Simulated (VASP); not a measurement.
# LaC (F-43m) in VASP: vibrations by perturbation theory with PBEsol

Aim: the vibrations by perturbation theory of LaC with PBEsol.

All numbers are computed with VASP 6.6.1; they aren't measurements. Logs are shortened: lines on timing, memory, paths and dates and some standing lists are left out, and cuts for length are marked.

## 1. The cell of the first run

The structure is cubic, space group F-43m (No. 216). The conventional cell has a = 5.702 Å, b = 5.702 Å, c = 5.702 Å, α = 90.00°, β = 90.00°, γ = 90.00°. La (site symmetry -43m) has 4 C at 2.47 Å within 3.3 Å. Within 3.3 Å of C (site symmetry -43m) lie 4 La at 2.47 Å.

## 2. Vibrations by perturbation theory, PBEsol

INCAR reads:

```
  ALGO = Normal
  EDIFF = 1E-8
  ENCUT = 520
  GGA = PS
  IBRION = 8
  ISIF = 2
  ISMEAR = 0
  LASPH = T
  LCHARG = T
  LREAL = F
  LWAVE = F
  NBANDS = 14
  NELM = 100
  NSW = 1
  PREC = Accurate
  SIGMA = 0.15
```

KPOINTS reads:

```
k-points
0
Gamma
  10 10 10
```

POSCAR reads:

```
LaC
1.0
    0.0000000000      2.8511084276      2.8511084276
    2.8511084276      0.0000000000      2.8511084276
    2.8511084276      2.8511084276      0.0000000000
La C
1 1
Direct
    0.0000000000      0.0000000000      0.0000000000
    0.2500000000      0.2500000000      0.2500000000
```

Potentials or basis: VASP PAW PBE potentials, release 64 (La, C).

Started as:

```sh
$ cat potpaw_PBE.64/La/POTCAR potpaw_PBE.64/C/POTCAR > POTCAR
$ mpirun -np 1 vasp_std > vasp.out
```

OUTCAR:

```text
EDIFF = 1E-8
   ENCUT = 520
   GGA = PS
   IBRION = 8
   ISIF = 2
   ISMEAR = 0
   LASPH = T
   LREAL = F
   NELM = 100
   NSW = 1
   PREC = Accurate

 ion  position               nearest neighbor table
   1  0.000  0.000  0.000-   2 2.47   2 2.47   2 2.47   2 2.47
   2  0.250  0.250  0.250-   1 2.47   1 2.47   1 2.47   1 2.47

  LATTYP: Found a face centered cubic cell.
 ALAT       =     5.7022168552

  Lattice vectors:

 A1 = (   0.0000000000,   2.8511084276,   2.8511084276)
 A2 = (   2.8511084276,   0.0000000000,   2.8511084276)
 A3 = (   2.8511084276,   2.8511084276,   0.0000000000)

Analysis of symmetry for initial positions (statically):
=====================================================================
 Subroutine PRICEL returns:
 Original cell was already a primitive cell.

 Routine SETGRP: Setting up the symmetry group for a
 face centered cubic supercell.

 Subroutine GETGRP returns: Found 24 space group operations
 (whereof 24 operations were pure point group operations)
 out of a pool of 48 trial point group operations.

The static configuration has the point symmetry T_d .

Analysis of symmetry for dynamics (positions and initial velocities):
=====================================================================
 Subroutine PRICEL returns:
 Original cell was already a primitive cell.

 Routine SETGRP: Setting up the symmetry group for a
 face centered cubic supercell.

 Subroutine GETGRP returns: Found 24 space group operations
 (whereof 24 operations were pure point group operations)
 out of a pool of 48 trial point group operations.

The dynamic configuration has the point symmetry T_d .

 Subroutine INISYM returns: Found 24 space group operations
 (whereof 24 operations are pure point group operations),
 and found     1 'primitive' translations

----------------------------------------------------------------------------------------

                                     Primitive cell

  volume of cell :      46.3523
[... 566 lines left out ...]

 VOLUME and BASIS-vectors are now :
 -----------------------------------------------------------------------------
  energy-cutoff  :      520.00
  volume of cell :       46.35
      direct lattice vectors                 reciprocal lattice vectors
     0.000000000  2.851108428  2.851108428    -0.175370391  0.175370391  0.175370391
     2.851108428  0.000000000  2.851108428     0.175370391 -0.175370391  0.175370391
     2.851108428  2.851108428  0.000000000     0.175370391  0.175370391 -0.175370391

 POSITION                                       TOTAL-FORCE (eV/Angst)
 -----------------------------------------------------------------------------------
      0.00000      0.00000      0.00000        -0.000000      0.000000      0.000000
      1.42555      1.42555      1.42555         0.000000     -0.000000     -0.000000
 -----------------------------------------------------------------------------------
    total drift:                                0.000000      0.000000      0.000000

  FREE ENERGIE OF THE ION-ELECTRON SYSTEM (eV)
  ---------------------------------------------------
  free  energy   TOTEN  =       -13.8268636028 eV

  energy  without entropy=      -13.8010672298  energy(sigma->0) =      -13.81396542

[... ionic steps 2 to 3 ...]

--------------------------------------- Ionic step        4  -------------------------------------------

------------------------ aborting loop because EDIFF is reached ----------------------------------------

[... ionic steps 5 to 6 ...]

--------------------------------------- Ionic step        7  -------------------------------------------

 Free energy of the ion-electron system (eV)
  ---------------------------------------------------
  ---------------------------------------------------
  free energy    TOTEN  =        -0.11654410 eV

  energy without entropy =       -0.11654410

------------------------ aborting loop because EDIFF is reached ----------------------------------------

 INTERNAL STRAIN TENSOR  FOR ION    2  DIRECTION 1   (eV/Angst):
 -----------------------------------------------------------------------------
    -0.00350  0.00000  0.00000
     0.00000 -0.00086 -5.67552
     0.00000 -5.67552 -0.00086

 INTERNAL STRAIN TENSOR FOR ION    2 for displacements in x,y,z  (eV/Angst):
          X           Y           Z          XY          YZ          ZX
  --------------------------------------------------------------------------------
  x    -0.00000     0.00000     0.00000     0.00000    -5.67552     0.00000
  y     0.00000    -0.00000     0.00000     0.00000     0.00000    -5.67552
  z     0.00000     0.00000    -0.00000    -5.67552     0.00000     0.00000

 SECOND DERIVATIVES (NOT SYMMETRIZED)
 ------------------------------------
               1X          1Y          1Z          2X          2Y          2Z
  1X    -4.670621    0.000000    0.000000    4.670621    0.000000    0.000000
  1Y     0.000000   -4.670621    0.000000    0.000000    4.670621    0.000000
  1Z     0.000000    0.000000   -4.670621    0.000000    0.000000    4.670621
  2X     4.662844    0.000000    0.000000   -4.662844    0.000000    0.000000
  2Y     0.000000    4.662844    0.000000    0.000000   -4.662844    0.000000
  2Z     0.000000    0.000000    4.662844    0.000000    0.000000   -4.662844

 Eigenvectors and eigenvalues of the dynamical matrix
 ----------------------------------------------------

   1 f  =   10.153710 THz    63.797641 2PiTHz  338.691304 cm-1    41.992351 meV
             X         Y         Z           dx          dy          dz
      0.000000  0.000000  0.000000     0.000000    0.000000   -0.282333
      1.425554  1.425554  1.425554     0.000000    0.000000    0.959316
[... 21 lines left out ...]
   6 f/i=    0.002292 THz     0.014398 2PiTHz    0.076437 cm-1     0.009477 meV
             X         Y         Z           dx          dy          dz
      0.000000  0.000000  0.000000     0.018975   -0.160231   -0.945650
      1.425554  1.425554  1.425554     0.005584   -0.047157   -0.278311

--------------------------------------------------------------------------------------------------------

 ELASTIC MODULI CONTR FROM IONIC RELAXATION (kBar)
 Direction    XX          YY          ZZ          XY          YZ          ZX
 --------------------------------------------------------------------------------
 XX          -0.0000     -0.0000      0.0000      0.0000     -0.0000     -0.0000
 YY          -0.0000     -0.0000     -0.0000      0.0000      0.0000     -0.0000
 ZZ           0.0000     -0.0000     -0.0000     -0.0000      0.0000     -0.0000
 XY           0.0000      0.0000     -0.0000   -308.2130      0.0000      0.0000
 YZ          -0.0000      0.0000      0.0000      0.0000   -308.2130      0.0000
 ZX          -0.0000     -0.0000     -0.0000      0.0000      0.0000   -308.2130
 --------------------------------------------------------------------------------
```

OSZICAR:

```text
N       E                     dE             d eps       ncg     rms          rms(c)
DAV:   1     0.128276334562E+03    0.12828E+03   -0.52510E+03  1324   0.138E+03
DAV:   2     0.720295649853E-02   -0.12827E+03   -0.11828E+03  1682   0.214E+02
DAV:   3    -0.150155006302E+02   -0.15023E+02   -0.14432E+02  1978   0.108E+02
DAV:   4    -0.155764744481E+02   -0.56097E+00   -0.55137E+00  2182   0.171E+01
[... 72 lines left out ...]
RMM:  17    -0.116544106727E+00    0.64346E-07   -0.64038E-08 12105   0.279E-04    0.377E-05
RMM:  18    -0.116544086230E+00    0.20496E-07   -0.10087E-07 12444   0.197E-04    0.249E-05
RMM:  19    -0.116544103172E+00   -0.16942E-07   -0.82460E-08 12389   0.164E-04    0.244E-05
RMM:  20    -0.116544103248E+00   -0.76331E-10   -0.69370E-08 12328   0.150E-04    0.228E-05
 Linear response finished
```

stdout:

```text
POSCAR found type information on POSCAR LaC
 POSCAR found :  2 types and       2 ions
 scaLAPACK will be used
 -----------------------------------------------------------------------------
|                                                                             |
|                                                                             |
|     You enforced a specific xc type in the INCAR file but a different       |
|     I HOPE YOU KNOW WHAT YOU ARE DOING!                                     |
|                                                                             |
 -----------------------------------------------------------------------------

 LDA part: xc-table for (Slater+PW92), standard interpolation
 POSCAR, INCAR and KPOINTS ok, starting setup
 FFT: planning ... GRIDC
 FFT: planning ... GRID_SOFT
 FFT: planning ... GRID
 WAVECAR not read
 entering main loop
 Linear response reoptimize wavefunctions to high precision
 Linear response DOF=           2
 Linear response progress:
 first order change of Fermi-energy   0.24612E-03
 force on displaced ion       1 direction 1 :  -4.671  -0.000  -0.000
 Linear response progress:
 first order change of Fermi-energy  -0.17615E-03
 force on displaced ion       2 direction 1 :  -4.663  -0.000  -0.000
 Linear response finished
```

Run time: 14 min. Hardware: 1 thread of AMD EPYC 7R43 (Zen 3), shared host; peak memory 0.38 GiB.

Results:

```yaml
Highest_phonon_frequency_at_Γ: 339 cm⁻¹
```

Phonon frequencies in cm⁻¹ (negative: imaginary):
```
              q point        frequencies
(0.000, 0.000, 0.000)  0 0 0 339 339 339
```

Caveat: spin-orbit coupling is left out, which moves the levels of the heavy elements.
